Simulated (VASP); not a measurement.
# Te2Mo in VASP: single point with LDA

Aim: the single point of Te2Mo with LDA.

Everything below comes from runs of VASP 6.6.1. Logs are shortened: lines on timing, memory, paths and dates and some standing lists are left out, and cuts for length are marked.

## 1. The cell of the first run

The cell holds a slab with vacuum, 3 atoms: a = 3.560 Å, b = 3.560 Å, c = 17.524 Å, α = 90.00°, β = 90.00°, γ = 120.00°.

## 2. Single point, LDA

Input file INCAR:

```
SYSTEM = Te2Mo
ALGO = Normal
EDIFF = 1E-6
ENCUT = 520
GGA = CA
ISIF = 2
ISMEAR = 0
LASPH = .True.
LCHARG = .False.
LREAL = .False.
LWAVE = .False.
NBANDS = 20
NELM = 80
PREC = Accurate
SIGMA = 0.05
```

Input file KPOINTS:

```
k-points
0
Gamma
  12 12 2
  0 0 0
```

Input file POSCAR:

```
Te2Mo
1.0
    3.5602328140      0.0000000000      0.0000000000
   -1.7801164070      3.0832520603      0.0000000000
    0.0000000000      0.0000000000     17.5240578200
Te Mo
2 1
Direct
    0.3333333333      0.6666666667      0.8978554500
    0.3333333333      0.6666666667      0.1021445500
    0.0000000000      0.0000000000      0.0000000000
```

Potentials or basis: VASP PAW LDA potentials, release 64 (Te, Mo_sv).

Launch:

```bash
cat potpaw_LDA.64/Te/POTCAR potpaw_LDA.64/Mo_sv/POTCAR > POTCAR
mpirun -np 1 vasp_std > vasp.out
```

OUTCAR:

```text
SYSTEM = Te2Mo
   EDIFF = 1E-6
   ENCUT = 520
   GGA = CA
   ISIF = 2
   ISMEAR = 0
   LASPH = .True.
   LREAL = .False.
   NELM = 80
   PREC = Accurate

 ion  position               nearest neighbor table
   1  0.333  0.667  0.898-   3 2.73   3 2.73   3 2.73   2 3.58
   2  0.333  0.667  0.102-   3 2.73   3 2.73   3 2.73   1 3.58
   3  0.000  0.000  0.000-   1 2.73   2 2.73   1 2.73   2 2.73   1 2.73   2 2.73

  LATTYP: Found a hexagonal cell.
 ALAT       =     3.5602328140
 C/A-ratio  =     4.9221662558

  Lattice vectors:

 A1 = (   3.5602328140,   0.0000000000,   0.0000000000)
 A2 = (  -1.7801164070,   3.0832520603,   0.0000000000)
 A3 = (   0.0000000000,   0.0000000000,  17.5240578200)

Analysis of symmetry for initial positions (statically):
=====================================================================
 Subroutine PRICEL returns:
 Original cell was already a primitive cell.

 Routine SETGRP: Setting up the symmetry group for a
 hexagonal supercell.

 Subroutine GETGRP returns: Found 12 space group operations
 (whereof 12 operations were pure point group operations)
 out of a pool of 24 trial point group operations.

The static configuration has the point symmetry D_3h.

Analysis of symmetry for dynamics (positions and initial velocities):
=====================================================================
 Subroutine PRICEL returns:
 Original cell was already a primitive cell.

 Routine SETGRP: Setting up the symmetry group for a
 hexagonal supercell.

 Subroutine GETGRP returns: Found 12 space group operations
 (whereof 12 operations were pure point group operations)
 out of a pool of 24 trial point group operations.

The dynamic configuration has the point symmetry D_3h.

 Subroutine INISYM returns: Found 12 space group operations
 (whereof 12 operations are pure point group operations),
 and found     1 'primitive' translations

----------------------------------------------------------------------------------------

                                     Primitive cell

  volume of cell :     192.3633

  direct lattice vectors                    reciprocal lattice vectors
     3.560232814  0.000000000  0.000000000     0.280880508  0.162166437  0.000000000
    -1.780116407  3.083252060  0.000000000     0.000000000  0.324332873  0.000000000
     0.000000000  0.000000000 17.524057820     0.000000000  0.000000000  0.057064409

  length of vectors
     3.560232814  3.560232814 17.524057820     0.324332873  0.324332873  0.057064409

  position of ions in fractional coordinates (direct lattice)
     0.333333333  0.666666667  0.897855450
     0.333333333  0.666666667  0.102144550
     0.000000000  0.000000000  0.000000000

  ion indices of the primitive-cell ions
   primitive index   ion index
                 1           1
                 2           2
                 3           3

----------------------------------------------------------------------------------------

 KPOINTS: k-points

Automatic generation of k-mesh.
 Grid dimensions read from file:
 generate k-points for:   12   12    2

 Generating k-lattice:

  Cartesian coordinates                     Fractional coordinates (reciprocal lattice)
     0.023406709  0.013513870  0.000000000     0.083333333  0.000000000  0.000000000
     0.000000000  0.027027739  0.000000000     0.000000000  0.083333333  0.000000000
     0.000000000  0.000000000  0.028532204     0.000000000  0.000000000  0.500000000

  Length of vectors
     0.027027739  0.027027739  0.028532204

  Shift w.r.t. Gamma in fractional coordinates (k-lattice)
     0.000000000  0.000000000  0.000000000

 Subroutine IBZKPT returns following result:
 ===========================================

 Found     38 irreducible k-points:

 Following reciprocal coordinates:
            Coordinates               Weight
  0.000000  0.000000  0.000000      1.000000
  0.083333  0.000000  0.000000      6.000000
  0.166667  0.000000  0.000000      6.000000
  0.250000  0.000000  0.000000      6.000000
  0.333333  0.000000  0.000000      6.000000
  0.416667  0.000000  0.000000      6.000000
[... 16 lines left out ...]
  0.250000  0.000000  0.500000      6.000000
  0.333333  0.000000  0.500000      6.000000
 [... further k-points ...]
   k-points           NKPTS =     38   k-points in BZ     NKDIM =     38   number of bands    NBANDS=     20
   number of dos      NEDOS =    301   number of ions     NIONS =      3
   total plane-waves  NPLWV = 109760
   dimension x,y,z NGX =    28 NGY =   28 NGZ =  140
   dimension x,y,z NGXF=    56 NGYF=   56 NGZF=  280
   ions per type =               2   1
   NGX,Y,Z   is equivalent  to a cutoff of  13.07, 13.07, 13.28 a.u.
   NGXF,Y,Z  is equivalent  to a cutoff of  26.15, 26.15, 26.56 a.u.
 SYSTEM =  Te2Mo
   PREC   = accura    normal or accurate (medium, high low for compatibility)
   ISTART =      0    job   : 0-new  1-cont  2-samecut
   ICHARG =      2    charge: 1-file 2-atom 10-const
   ISPIN  =      1    spin polarized calculation?
   LNONCOLLINEAR =      F non collinear calculations
   LSORBIT =      F    spin-orbit coupling
   LASPH  =      T    aspherical Exc in radial PAW
   ENCUT  =  520.0 eV  38.22 Ry    6.18 a.u.   6.62  6.62 32.58*2*pi/ulx,y,z
   NELM   =     80;   NELMIN=  2; NELMDL= -5     # of ELM steps
   EDIFF  = 0.1E-05   stopping-criterion for ELM
   LREAL  =      F    real-space projection
   EDIFFG = 0.1E-04   stopping-criterion for IOM
   NSW    =      0    number of steps for IOM
   IBRION =     -1    ionic relax: 0-MD 1-quasi-New 2-CG
   NFREE  =      0    steps in history (QN), initial steepest desc. (CG)
   ISIF   =      2    stress and relaxation
   ISYM   =      2    0-nonsym 1-usesym 2-fastsym
   POTIM  = 0.5000    time-step for ionic-motion
   TEBEG  =    0.0;   TEEND  =   0.0 temperature during run
   PSTRESS=    0.0 pullay stress
   NELECT =      26.0000    total number of electrons
   NUPDOWN=      -1.0000    fix difference up-down
   EMIN   =  10.00;   EMAX   =-10.00  energy-range for DOS
   EFERMI =   0.00;   METHOD = LEGACY
   ISMEAR =     0;   SIGMA  =   0.05  broadening in eV -4-tet -1-fermi 0-gaus
   EFERMI_NEDOS =   21; number of points for ismear=-14 and -15
   IALGO  =     38    algorithm
   IMIX   =      4    mixing-type and parameters
     AMIX     =   0.40;   BMIX     =  1.00
     AMIX_MAG =   1.60;   BMIX_MAG =  1.00
  volume/ion in A,a.u.               =      64.12       432.71
  Fermi-wavevector in a.u.,A,eV,Ry     =   0.840153  1.587660  9.603777  0.705858
  Thomas-Fermi vector in A             =   1.954489
   LORBIT       =      0    0 simple, 1 ext, 2 COOP (PROOUT), +10 PAW based schemes
   GGA     = CA    functional components
   LHFCALC =     F    Hartree Fock is set to
   AEXX    =    0.0000 exact exchange contribution
   IVDW    =     0    specifies the selected vdW correction
   LEPSILON=     F    determine dielectric tensor
   LRPA    =     F    only Hartree local field effects (RPA)
 non-spin polarized calculation
 Gauss-broadening in eV      SIGMA  =   0.05
  energy-cutoff  :      520.00
  volume of cell :      192.36
 maximum number of plane-waves:      5262
 NGX is ok and might be reduce to    28
   NGX = 13   NGY = 13   NGZ = 65

 number of electron      26.0000000 magnetization

 Free energy of the ion-electron system (eV)
  ---------------------------------------------------
  ext. energy  EPLUGINS =         0.00000000
  ---------------------------------------------------
  free energy    TOTEN  =       -20.41233237 eV

  energy without entropy =      -20.41233237  energy(sigma->0) =      -20.41233237

 E-fermi :   0.1841     XC(G=0):  -4.8296

 val. band max:       -0.1342703171   @ k =   0.3333   0.3333   0.5000
 cond. band min:       0.9095721887   @ k =   0.3333   0.3333   0.0000
 fundamental gap:      1.0438425058
 Fermi energy:         0.1840806143

 k-point     1 :       0.0000    0.0000    0.0000
  band No.  band energies     occupation
      1     -60.4383      2.00000
      2     -34.7741      2.00000
      3     -34.6669      2.00000
      4     -34.6669      2.00000
      5     -12.6716      2.00000
      6     -11.6916      2.00000
[... 12 lines left out ...]
     19       4.7632      0.00000
     20       5.5497      0.00000

 k-point     2 :       0.0833    0.0000    0.0000
  band No.  band energies     occupation
      1     -60.4377      2.00000
      2     -34.7723      2.00000
      3     -34.6748      2.00000
      4     -34.6687      2.00000
      5     -12.5787      2.00000
      6     -11.6285      2.00000
[... 12 lines left out ...]
     19       4.8786      0.00000
     20       5.7659      0.00000

 k-point     3 :       0.1667    0.0000    0.0000
  band No.  band energies     occupation
      1     -60.4361      2.00000
      2     -34.7675      2.00000
      3     -34.6964      2.00000
      4     -34.6738      2.00000
      5     -12.3091      2.00000
      6     -11.4458      2.00000
[... 12 lines left out ...]
     19       5.2050      0.00000
     20       6.0950      0.00000

 k-point     4 :       0.2500    0.0000    0.0000
  band No.  band energies     occupation
      1     -60.4340      2.00000
      2     -34.7609      2.00000
      3     -34.7257      2.00000
      4     -34.6806      2.00000
      5     -11.8944      2.00000
      6     -11.1670      2.00000
[... 12 lines left out ...]
     19       5.6941      0.00000
     20       6.4221      0.00000

 k-point     5 :       0.3333    0.0000    0.0000
  band No.  band energies     occupation
      1     -60.4318      2.00000
      2     -34.7548      2.00000
      3     -34.7543      2.00000
      4     -34.6874      2.00000
      5     -11.4011      2.00000
      6     -10.8419      2.00000
[... 12 lines left out ...]
     19       5.7889      0.00000
     20       6.0444      0.00000
[... 353 lines left out ...]
      6     -11.6285      2.00000
[... 12 lines left out ...]
     19       4.6713      0.00000
     20       6.1475      0.00000

 k-point    22 :       0.1667    0.0000    0.5000
  band No.  band energies     occupation
      1     -60.4361      2.00000
      2     -34.7675      2.00000
      3     -34.6964      2.00000
      4     -34.6738      2.00000
      5     -12.3092      2.00000
      6     -11.4458      2.00000
[... 12 lines left out ...]
     19       5.0009      0.00000
     20       6.4585      0.00000

 k-point    23 :       0.2500    0.0000    0.5000
  band No.  band energies     occupation
      1     -60.4340      2.00000
      2     -34.7609      2.00000
      3     -34.7257      2.00000
      4     -34.6806      2.00000
      5     -11.8944      2.00000
      6     -11.1670      2.00000
[... 12 lines left out ...]
     19       5.5143      0.00000
     20       6.6488      0.00000

 k-point    24 :       0.3333    0.0000    0.5000
  band No.  band energies     occupation
      1     -60.4318      2.00000
      2     -34.7548      2.00000
      3     -34.7543      2.00000
      4     -34.6874      2.00000
      5     -11.4011      2.00000
      6     -10.8419      2.00000
[... 12 lines left out ...]
     19       5.8210      0.00000
     20       5.9942      0.00000

 [... further k-points ...]
[... 5 lines left out ...]
  --------------------------------------------------------------------------------------
  -------------------------------------------------------------------------------------
  Total       -2.3748119     -2.3748119     -1.3373476      0.0000000     -0.0000000      0.0000000
  in kB      -19.7796088    -19.7796088    -11.1386560      0.0000000     -0.0000000      0.0000000
  external PRESSURE =     -16.8992912 kB  Pullay stress =       0.0000000 kB

 VOLUME and BASIS-vectors are now :
 -----------------------------------------------------------------------------
  energy-cutoff  :      520.00
  volume of cell :      192.36
      direct lattice vectors                 reciprocal lattice vectors
     3.560232814  0.000000000  0.000000000     0.280880508  0.162166437  0.000000000
    -1.780116407  3.083252060  0.000000000     0.000000000  0.324332873  0.000000000
     0.000000000  0.000000000 17.524057820     0.000000000  0.000000000  0.057064409

 POSITION                                       TOTAL-FORCE (eV/Angst)
 -----------------------------------------------------------------------------------
     -0.00000      2.05550     15.73407         0.000000     -0.000000      0.370142
     -0.00000      2.05550      1.78999         0.000000     -0.000000     -0.370142
      0.00000      0.00000      0.00000        -0.000000      0.000000      0.000000
 -----------------------------------------------------------------------------------
    total drift:                                0.000000     -0.000000     -0.000000

  FREE ENERGIE OF THE ION-ELECTRON SYSTEM (eV)
  ---------------------------------------------------
  free  energy   TOTEN  =       -20.4123323709 eV

  energy  without entropy=      -20.4123323709  energy(sigma->0) =      -20.41233237
```

It took 5.8 min on 1 thread of Intel Xeon 8259CL, shared host; peak memory 0.34 GiB.

What came out:

| Property | Result |
| --- | --- |
| Free energy | -20.4123 eV |
| Largest force | 0.370 eV/Å |
| Band gap on the k mesh | 1.04 eV |

Forces on the atoms (eV/Å):
```
Te   0.000  0.000  0.370
Te   0.000  0.000 -0.370
Mo   0.000  0.000  0.000
```

Caveat: spin-orbit coupling is left out, which moves the levels of the heavy elements.
